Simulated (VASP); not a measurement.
# Mg6O5 (a cell with a defect) in VASP: a series of runs

The runs below take Mg6O5 (a cell with a defect) through single point, with PBEsol.

All numbers are computed with VASP 6.6.1; they aren't measurements. Logs are shortened: lines on timing, memory, paths and dates and some standing lists are left out, and cuts for length are marked.

## (1) The cell of the first run

The cell holds a defect, 11 atoms: a = 5.591 Å, b = 5.591 Å, c = 5.591 Å, α = 90.00°, β = 90.00°, γ = 90.00°.

## (2) Single point, PBEsol (atom 9 moved 0.000 of the way to it and -0.525 Å across, host rigid)

Contents of INCAR:

```
SYSTEM = Mg6O5
PREC = Accurate
ENCUT = 520
EDIFF = 1E-6
ISMEAR = 0
SIGMA = 0.05
LREAL = .FALSE.
LASPH = .TRUE.
NELM = 80
ALGO = Normal
ISIF = 2
LWAVE = .FALSE.
LCHARG = .FALSE.
GGA = PS
NBANDS = 32
```

Contents of KPOINTS:

```
regular mesh
0
G
  4 4 4
  0 0 0
```

Contents of POSCAR:

```
Mg6O5
1.0
    5.5908553621      0.0000000000      0.0000000000
    0.0000000000      5.5908553621      0.0000000000
    0.0000000000      0.0000000000      5.5908553621
Mg O
6 5
Direct
    0.2500000000      0.0000000000      0.5000000000
    0.0000000000      0.5000000000      0.2500000000
    0.5000000000      0.7500000000      0.0000000000
    0.7500000000      0.0000000000      0.5000000000
    0.0000000000      0.5000000000      0.7500000000
    0.5000000000      0.2500000000      0.0000000000
    0.5000000000      0.0000000000      0.2500000000
    0.0000000000      0.7500000000      0.5000000000
    0.7500000000      0.4060966586      0.0000000000
    0.5000000000      0.0000000000      0.7500000000
    0.0000000000      0.2500000000      0.5000000000
```

Potentials or basis: VASP PAW PBE potentials, release 64 (Mg, O).

Command:

```
> cat potpaw_PBE.64/Mg/POTCAR potpaw_PBE.64/O/POTCAR > POTCAR
> mpirun -np 1 vasp_std > vasp.out
```

OUTCAR:

```text
SYSTEM = Mg6O5
   PREC = Accurate
   ENCUT = 520
   EDIFF = 1E-6
   ISMEAR = 0
   LREAL = .FALSE.
   LASPH = .TRUE.
   NELM = 80
   ISIF = 2
   GGA = PS

 ion  position               nearest neighbor table
   1  0.250  0.000  0.500-   7 1.98   8 1.98  10 1.98  11 1.98   4 2.80   4 2.80   2 3.42   5 3.42
                             6 3.42   3 3.42   6 3.42   2 3.42   5 3.42   3 3.42
   2  0.000  0.500  0.250-   8 1.98  11 1.98   9 2.05   5 2.80   5 2.80   3 3.42   4 3.42   1 3.42
                             6 3.42   1 3.42   4 3.42   3 3.42   6 3.42
   3  0.500  0.750  0.000-   7 1.98  10 1.98   9 2.38   6 2.80   6 2.80   2 3.42   4 3.42   5 3.42
                             1 3.42   4 3.42   1 3.42   2 3.42   5 3.42
   4  0.750  0.000  0.500-   7 1.98   8 1.98  10 1.98  11 1.98   1 2.80   1 2.80   3 3.42   5 3.42
                             6 3.42   3 3.42   6 3.42   2 3.42   5 3.42   2 3.42
   5  0.000  0.500  0.750-   8 1.98  11 1.98   9 2.05   2 2.80   2 2.80   1 3.42   3 3.42   4 3.42
                             6 3.42   1 3.42   4 3.42   3 3.42   6 3.42
   6  0.500  0.250  0.000-   9 1.65   7 1.98  10 1.98   3 2.80   3 2.80   2 3.42   1 3.42   4 3.42
                             1 3.42   4 3.42   5 3.42   2 3.42   5 3.42
   7  0.500  0.000  0.250-   1 1.98   3 1.98   4 1.98   6 1.98
   8  0.000  0.750  0.500-   1 1.98   2 1.98   4 1.98   5 1.98
   9  0.750  0.406  0.000-   6 1.65   5 2.05   2 2.05   3 2.38
  10  0.500  0.000  0.750-   1 1.98   3 1.98   4 1.98   6 1.98
  11  0.000  0.250  0.500-   1 1.98   2 1.98   4 1.98   5 1.98

  LATTYP: Found a simple cubic cell.
 ALAT       =     5.5908553621

  Lattice vectors:

 A1 = (   5.5908553621,   0.0000000000,   0.0000000000)
 A2 = (   0.0000000000,   5.5908553621,   0.0000000000)
 A3 = (   0.0000000000,   0.0000000000,   5.5908553621)

Analysis of symmetry for initial positions (statically):
=====================================================================
 Subroutine PRICEL returns:
 Original cell was already a primitive cell.

 Routine SETGRP: Setting up the symmetry group for a
 simple cubic supercell.

 Subroutine GETGRP returns: Found  2 space group operations
 (whereof  2 operations were pure point group operations)
 out of a pool of 48 trial point group operations.

The static configuration has the point symmetry C_1h.

Analysis of symmetry for dynamics (positions and initial velocities):
=====================================================================
 Subroutine PRICEL returns:
 Original cell was already a primitive cell.

 Routine SETGRP: Setting up the symmetry group for a
 simple cubic supercell.

 Subroutine GETGRP returns: Found  2 space group operations
 (whereof  2 operations were pure point group operations)
 out of a pool of 48 trial point group operations.

The dynamic configuration has the point symmetry C_1h.

 Subroutine INISYM returns: Found  2 space group operations
 (whereof  2 operations are pure point group operations),
 and found     1 'primitive' translations

----------------------------------------------------------------------------------------

                                     Primitive cell

  volume of cell :     174.7571

  direct lattice vectors                    reciprocal lattice vectors
     5.590855362  0.000000000  0.000000000     0.178863508  0.000000000  0.000000000
     0.000000000  5.590855362  0.000000000     0.000000000  0.178863508  0.000000000
     0.000000000  0.000000000  5.590855362     0.000000000  0.000000000  0.178863508

  length of vectors
     5.590855362  5.590855362  5.590855362     0.178863508  0.178863508  0.178863508

  position of ions in fractional coordinates (direct lattice)
     0.250000000  0.000000000  0.500000000
     0.000000000  0.500000000  0.250000000
     0.500000000  0.750000000  0.000000000
     0.750000000  0.000000000  0.500000000
     0.000000000  0.500000000  0.750000000
     0.500000000  0.250000000  0.000000000
     0.500000000  0.000000000  0.250000000
     0.000000000  0.750000000  0.500000000
     0.750000000  0.406096659  0.000000000
     0.500000000  0.000000000  0.750000000
     0.000000000  0.250000000  0.500000000

  ion indices of the primitive-cell ions
   primitive index   ion index
                 1           1
                 2           2
                 3           3
                 4           4
                 5           5
                 6           6
                 7           7
                 8           8
                 9           9
                10          10
                11          11

----------------------------------------------------------------------------------------

 KPOINTS: regular mesh

Automatic generation of k-mesh.
 Grid dimensions read from file:
 generate k-points for:    4    4    4

 Generating k-lattice:

  Cartesian coordinates                     Fractional coordinates (reciprocal lattice)
     0.044715877  0.000000000  0.000000000     0.250000000  0.000000000  0.000000000
     0.000000000  0.044715877  0.000000000     0.000000000  0.250000000  0.000000000
     0.000000000  0.000000000  0.044715877     0.000000000  0.000000000  0.250000000

  Length of vectors
     0.044715877  0.044715877  0.044715877

  Shift w.r.t. Gamma in fractional coordinates (k-lattice)
     0.000000000  0.000000000  0.000000000

 Subroutine IBZKPT returns following result:
 ===========================================

 Found     30 irreducible k-points:

 Following reciprocal coordinates:
            Coordinates               Weight
  0.000000  0.000000  0.000000      1.000000
  0.250000  0.000000  0.000000      2.000000
  0.000000  0.250000  0.000000      2.000000
  0.000000  0.000000  0.250000      2.000000
  0.500000  0.000000  0.000000      1.000000
  0.000000  0.500000  0.000000      1.000000
[... 16 lines left out ...]
  0.500000  0.250000  0.250000      4.000000
  0.250000  0.500000  0.250000      4.000000
 [... further k-points ...]
   k-points           NKPTS =     30   k-points in BZ     NKDIM =     30   number of bands    NBANDS=     32
   number of dos      NEDOS =    301   number of ions     NIONS =     11
   total plane-waves  NPLWV =  74088
   dimension x,y,z NGX =    42 NGY =   42 NGZ =   42
   dimension x,y,z NGXF=    84 NGYF=   84 NGZF=   84
   ions per type =               6   5
   NGX,Y,Z   is equivalent  to a cutoff of  12.49, 12.49, 12.49 a.u.
   NGXF,Y,Z  is equivalent  to a cutoff of  24.98, 24.98, 24.98 a.u.
 SYSTEM =  Mg6O5
   PREC   = accura    normal or accurate (medium, high low for compatibility)
   ISTART =      0    job   : 0-new  1-cont  2-samecut
   ICHARG =      2    charge: 1-file 2-atom 10-const
   ISPIN  =      1    spin polarized calculation?
   LNONCOLLINEAR =      F non collinear calculations
   LSORBIT =      F    spin-orbit coupling
   LASPH  =      T    aspherical Exc in radial PAW
   ENCUT  =  520.0 eV  38.22 Ry    6.18 a.u.  10.40 10.40 10.40*2*pi/ulx,y,z
   NELM   =     80;   NELMIN=  2; NELMDL= -5     # of ELM steps
   EDIFF  = 0.1E-05   stopping-criterion for ELM
   LREAL  =      F    real-space projection
   EDIFFG = 0.1E-04   stopping-criterion for IOM
   NSW    =      0    number of steps for IOM
   IBRION =     -1    ionic relax: 0-MD 1-quasi-New 2-CG
   NFREE  =      0    steps in history (QN), initial steepest desc. (CG)
   ISIF   =      2    stress and relaxation
   ISYM   =      2    0-nonsym 1-usesym 2-fastsym
   POTIM  = 0.5000    time-step for ionic-motion
   TEBEG  =    0.0;   TEEND  =   0.0 temperature during run
   PSTRESS=    0.0 pullay stress
   NELECT =      42.0000    total number of electrons
   NUPDOWN=      -1.0000    fix difference up-down
   EMIN   =  10.00;   EMAX   =-10.00  energy-range for DOS
   EFERMI =   0.00;   METHOD = LEGACY
   ISMEAR =     0;   SIGMA  =   0.05  broadening in eV -4-tet -1-fermi 0-gaus
   EFERMI_NEDOS =   21; number of points for ismear=-14 and -15
   IALGO  =     38    algorithm
   IMIX   =      4    mixing-type and parameters
     AMIX     =   0.40;   BMIX     =  1.00
     AMIX_MAG =   1.60;   BMIX_MAG =  1.00
  volume/ion in A,a.u.               =      15.89       107.21
  Fermi-wavevector in a.u.,A,eV,Ry     =   1.017840  1.923439 14.095622  1.035999
  Thomas-Fermi vector in A             =   2.151264
   LORBIT       =      0    0 simple, 1 ext, 2 COOP (PROOUT), +10 PAW based schemes
   GGA     = PS    functional components
   LHFCALC =     F    Hartree Fock is set to
   AEXX    =    0.0000 exact exchange contribution
   IVDW    =     0    specifies the selected vdW correction
   LEPSILON=     F    determine dielectric tensor
   LRPA    =     F    only Hartree local field effects (RPA)
 non-spin polarized calculation
 Gauss-broadening in eV      SIGMA  =   0.05
  energy-cutoff  :      520.00
  volume of cell :      174.76
 maximum number of plane-waves:      4729
 NGX is ok and might be reduce to    42
   NGX = 21   NGY = 21   NGZ = 21

 number of electron      41.9999970 magnetization

 Free energy of the ion-electron system (eV)
  ---------------------------------------------------
  ext. energy  EPLUGINS =         0.00000000
  ---------------------------------------------------
  free energy    TOTEN  =       -60.09106746 eV

  energy without entropy =      -60.09106746  energy(sigma->0) =      -60.09106746

 E-fermi :   2.1730     XC(G=0):  -8.6023

 val. band max:        1.9446269990   @ k =   0.5000   0.5000   0.5000
 cond. band min:       3.1034016359   @ k =   0.0000   0.5000   0.0000
 fundamental gap:      1.1587746370
 Fermi energy:         2.1729899293

 k-point     1 :       0.0000    0.0000    0.0000
  band No.  band energies     occupation
      1     -16.3543      2.00000
      2     -16.0054      2.00000
      3     -15.9015      2.00000
      4     -15.4846      2.00000
      5     -15.4573      2.00000
      6      -3.6533      2.00000
[... 24 lines left out ...]
     31       8.6760      0.00000
     32       9.5872      0.00000
[... 774 lines left out ...]
      2     -16.0345      2.00000
      3     -15.8701      2.00000
      4     -15.6800      2.00000
      5     -15.5399      2.00000
      6      -3.2070      2.00000
[... 24 lines left out ...]
     31       9.7322      0.00000
     32      10.0408      0.00000

 [... further k-points ...]

------------------------ aborting loop because EDIFF is reached ----------------------------------------

  FORCE on cell =-STRESS in cart. coord.  units (eV):
  Direction    XX          YY          ZZ          XY          YZ          ZX
  --------------------------------------------------------------------------------------
  -------------------------------------------------------------------------------------
  Total        4.4743539      2.1454016      0.2678398      5.3695434      0.0000000      0.0000000
  in kB       41.0209909     19.6690963      2.4555625     49.2281106      0.0000000      0.0000000
  external PRESSURE =      21.0485499 kB  Pullay stress =       0.0000000 kB

 VOLUME and BASIS-vectors are now :
 -----------------------------------------------------------------------------
  energy-cutoff  :      520.00
  volume of cell :      174.76
      direct lattice vectors                 reciprocal lattice vectors
     5.590855362  0.000000000  0.000000000     0.178863508  0.000000000  0.000000000
     0.000000000  5.590855362  0.000000000     0.000000000  0.178863508  0.000000000
     0.000000000  0.000000000  5.590855362     0.000000000  0.000000000  0.178863508

 POSITION                                       TOTAL-FORCE (eV/Angst)
 -----------------------------------------------------------------------------------
      1.39771      0.00000      2.79543         0.022628      0.044038     -0.000000
      0.00000      2.79543      1.39771        -0.172636     -0.566960      0.178705
      2.79543      4.19314      0.00000        -0.147812      0.054638     -0.000000
      4.19314      0.00000      2.79543        -0.018698      0.310606     -0.000000
      0.00000      2.79543      4.19314        -0.172636     -0.566960     -0.178705
      2.79543      1.39771      0.00000        -4.770202     -3.822395     -0.000000
      2.79543      0.00000      1.39771        -0.035844     -0.449161      0.005903
      0.00000      4.19314      2.79543        -0.288537     -0.156861     -0.000000
      4.19314      2.27043      0.00000         5.454643      5.497989     -0.000000
      2.79543      0.00000      4.19314        -0.035844     -0.449161     -0.005903
      0.00000      1.39771      2.79543         0.164939      0.104227     -0.000000
 -----------------------------------------------------------------------------------
    total drift:                               -0.000071      0.000598      0.000001

  FREE ENERGIE OF THE ION-ELECTRON SYSTEM (eV)
  ---------------------------------------------------
  free  energy   TOTEN  =       -60.0910674631 eV

  energy  without entropy=      -60.0910674631  energy(sigma->0) =      -60.09106746
```

Wall time 92 s (1 thread of Intel Xeon Platinum 8559C (Emerald Rapids), shared host); peak memory 0.32 GiB.

Results:

```yaml
Free_energy: -60.0911 eV
Pressure: 2.1 GPa
Largest_force: 7.745 eV/Å
Band_gap_on_the_k_mesh: 1.16 eV
```

Forces in eV/Å, atoms in the order of the input:
```
Mg   0.023  0.044  0.000
Mg  -0.173 -0.567  0.179
Mg  -0.148  0.055  0.000
Mg  -0.019  0.311  0.000
Mg  -0.173 -0.567 -0.179
Mg  -4.770 -3.822  0.000
O   -0.036 -0.449  0.006
O   -0.289 -0.157  0.000
O    5.455  5.498  0.000
O   -0.036 -0.449 -0.006
O    0.165  0.104  0.000
```

Stress tensor (GPa, compression positive):
```
4.10 4.92 0.00
4.92 1.97 0.00
0.00 0.00 0.25
```

Levels at points of the mesh, in eV from the valence-band top:
| k point | band 19 | band 20 | band 21 | band 22 | band 23 | band 24 |
| --- | --- | --- | --- | --- | --- | --- |
| (0.00, 0.00, 0.00) | -2.33 | -2.25 | -1.76 | 2.39 | 2.70 | 3.41 |
| (0.50, 0.00, 0.00) | -2.33 | -2.26 | -0.49 | 1.28 | 3.15 | 3.27 |
| (0.00, 0.50, 0.00) | -2.90 | -2.25 | -0.77 | 1.16 | 3.15 | 3.81 |
| (0.00, 0.00, 0.50) | -2.92 | -2.33 | -0.81 | 1.20 | 2.90 | 4.06 |
| (0.50, 0.50, 0.00) | -2.80 | -2.25 | -0.35 | 1.98 | 2.24 | 3.71 |
| (0.00, 0.50, 0.50) | -3.02 | -2.74 | -0.47 | 2.05 | 2.10 | 3.41 |
| (0.50, 0.00, 0.50) | -2.89 | -2.32 | -0.31 | 1.87 | 2.11 | 3.61 |
| (0.50, 0.50, 0.50) | -3.07 | -3.05 | 0.00 | 2.36 | 2.48 | 2.85 |

Caveat: the cell differs from its parent crystal (atom 9 moved 0.000 of the way to it and -0.525 Å across, host rigid); the PAW data sets were made with another functional, which shifts forces and pressure a little.

## (3) Single point, PBEsol (atom 9 moved 0.000 of the way to it and -0.175 Å across, host rigid)

Contents of INCAR:

```
  PREC = Accurate
  ENCUT = 520
  EDIFF = 1E-7
  ISMEAR = 0
  SIGMA = 0.05
  LREAL = False
  LASPH = True
  NELM = 100
  ALGO = Normal
  ISIF = 2
  LWAVE = False
  LCHARG = False
  GGA = PS
  NBANDS = 32
```

Contents of KPOINTS:

```
Automatic mesh
0
Gamma
  4 4 4
```

POSCAR: that of step 2 with these lines changed.

```diff
@@ -16,3 +16,3 @@
     0.0000000000      0.7500000000      0.5000000000
-    0.7500000000      0.4060966586      0.0000000000
+    0.7500000000      0.4686988862      0.0000000000
     0.5000000000      0.0000000000      0.7500000000
```

Potentials or basis: VASP PAW PBE potentials, release 64 (Mg, O).

Command:

```
> cat potpaw_PBE.64/Mg/POTCAR potpaw_PBE.64/O/POTCAR > POTCAR
> mpirun -np 1 vasp_std > vasp.out
```

Run time: 94 s. Hardware: 1 thread of Intel Xeon Platinum 8559C (Emerald Rapids), shared host; peak memory 0.33 GiB.

It converged, with:

| Item | Value |
| --- | --- |
| Free energy | -61.3150 eV |
| Pressure | 0.2 GPa |
| Largest force | 1.732 eV/Å |
| Band gap on the k mesh | 1.07 eV |

Forces on the atoms (eV/Å):
```
Mg   0.002  0.014  0.000
Mg   0.043 -0.168  0.334
Mg   0.098  0.001  0.000
Mg  -0.002  0.107  0.000
Mg   0.043 -0.168 -0.334
Mg  -0.735 -1.108  0.000
O    0.088 -0.146 -0.061
O   -0.179 -0.088  0.000
O    0.571  1.635  0.000
O    0.088 -0.146  0.061
O   -0.018  0.066  0.000
```

Stress tensor (GPa, compression positive):
```
-0.88  1.51  0.00
 1.51  0.84  0.00
 0.00  0.00  0.55
```

Levels at points of the mesh, in eV from the valence-band top:
```csv
k point,band 18,band 19,band 20,band 21,band 22,band 23,band 24,band 25
"(0.00, 0.00, 0.00)",-3.16,-2.51,-2.50,-1.93,2.41,2.74,3.34,3.39
"(0.50, 0.00, 0.00)",-3.17,-2.51,-2.50,-0.54,1.38,3.03,3.05,4.44
"(0.00, 0.50, 0.00)",-3.30,-3.16,-2.50,-0.96,1.07,3.06,3.75,4.51
"(0.00, 0.00, 0.50)",-3.30,-3.15,-2.51,-0.96,1.08,3.02,3.79,4.57
"(0.50, 0.50, 0.00)",-3.17,-3.10,-2.50,-0.34,1.74,2.36,3.60,3.69
"(0.00, 0.50, 0.50)",-3.43,-3.33,-2.97,-0.66,2.02,2.03,3.13,4.85
"(0.50, 0.00, 0.50)",-3.19,-3.10,-2.51,-0.34,1.72,2.35,3.62,3.67
"(0.50, 0.50, 0.50)",-3.49,-3.34,-3.33,0.00,2.21,2.23,3.28,4.12
```

Caveat: the cell differs from its parent crystal (atom 9 moved 0.000 of the way to it and -0.175 Å across, host rigid); the PAW data sets were made with another functional, which shifts forces and pressure a little.

## (4) Single point, PBEsol (atom 9 moved 0.250 of the way to it and -0.525 Å across, host rigid)

Contents of INCAR:

```
  PREC = Accurate
  ENCUT = 520
  EDIFF = 1E-7
  ISMEAR = 0
  SIGMA = 0.05
  LREAL = F
  LASPH = T
  NELM = 100
  ALGO = Normal
  ISIF = 2
  LWAVE = F
  LCHARG = F
  GGA = PS
  NBANDS = 32
```

Contents of KPOINTS:

```
regular mesh
0
Gamma
  4 4 4
```

POSCAR: that of step 3 with these lines changed.

```diff
@@ -16,3 +16,3 @@
     0.0000000000      0.7500000000      0.5000000000
-    0.7500000000      0.4686988862      0.0000000000
+    0.8750000000      0.4060966586      0.0000000000
     0.5000000000      0.0000000000      0.7500000000
```

Command:

```
> cat potpaw_PBE.64/Mg/POTCAR potpaw_PBE.64/O/POTCAR > POTCAR
> mpirun -np 1 vasp_std > vasp.out
```

Wall time 1.8 min (1 thread of Intel Xeon Platinum 8559C (Emerald Rapids), shared host); peak memory 0.32 GiB.

It converged, with:

| Property | Result |
| --- | --- |
| Free energy | -58.8708 eV |
| Pressure | 5.8 GPa |
| Largest force | 7.113 eV/Å |
| Band gap on the k mesh | 0.68 eV |

Forces in eV/Å, atoms in the order of the input:
```
Mg  -0.119  0.137  0.000
Mg   2.782  1.152  5.467
Mg  -0.275  0.622  0.000
Mg   0.156  0.343  0.000
Mg   2.782  1.152 -5.467
Mg   1.100 -0.317  0.000
O    0.067 -0.160 -0.132
O   -0.219 -0.050  0.000
O   -6.566 -2.734  0.000
O    0.067 -0.160  0.132
O    0.223  0.015  0.000
```

Stress tensor (GPa, compression positive):
```
 0.85  2.28  0.00
 2.28  2.10  0.00
 0.00  0.00 14.45
```

Levels at points of the mesh, in eV from the valence-band top:
| k point | band 17 | band 18 | band 19 | band 20 | band 21 | band 22 | band 23 | band 24 | band 25 | band 26 |
| --- | --- | --- | --- | --- | --- | --- | --- | --- | --- | --- |
| (0.00, 0.00, 0.00) | -3.19 | -2.76 | -2.54 | -2.35 | -2.04 | 2.09 | 2.89 | 2.96 | 4.05 | 4.23 |
| (0.50, 0.00, 0.00) | -3.07 | -2.75 | -2.55 | -2.35 | -0.57 | 0.93 | 2.51 | 3.72 | 4.40 | 4.74 |
| (0.00, 0.50, 0.00) | -3.40 | -3.06 | -2.74 | -2.54 | -0.89 | 1.32 | 3.12 | 3.47 | 3.94 | 4.43 |
| (0.00, 0.00, 0.50) | -3.37 | -3.05 | -2.89 | -2.35 | -1.14 | 0.68 | 2.75 | 3.45 | 4.44 | 4.90 |
| (0.50, 0.50, 0.00) | -3.29 | -3.15 | -2.70 | -2.55 | -0.26 | 1.43 | 2.28 | 3.24 | 3.63 | 4.50 |
| (0.00, 0.50, 0.50) | -3.41 | -3.35 | -2.97 | -2.88 | -0.62 | 1.65 | 2.27 | 3.25 | 3.44 | 4.85 |
| (0.50, 0.00, 0.50) | -3.34 | -2.98 | -2.84 | -2.35 | -0.39 | 1.44 | 1.81 | 3.34 | 4.14 | 4.81 |
| (0.50, 0.50, 0.50) | -3.41 | -3.36 | -3.17 | -3.00 | 0.00 | 2.07 | 2.17 | 2.61 | 3.52 | 4.28 |

Caveat: the cell differs from its parent crystal (atom 9 moved 0.250 of the way to it and -0.525 Å across, host rigid); the PAW data sets were made with another functional, which shifts forces and pressure a little.
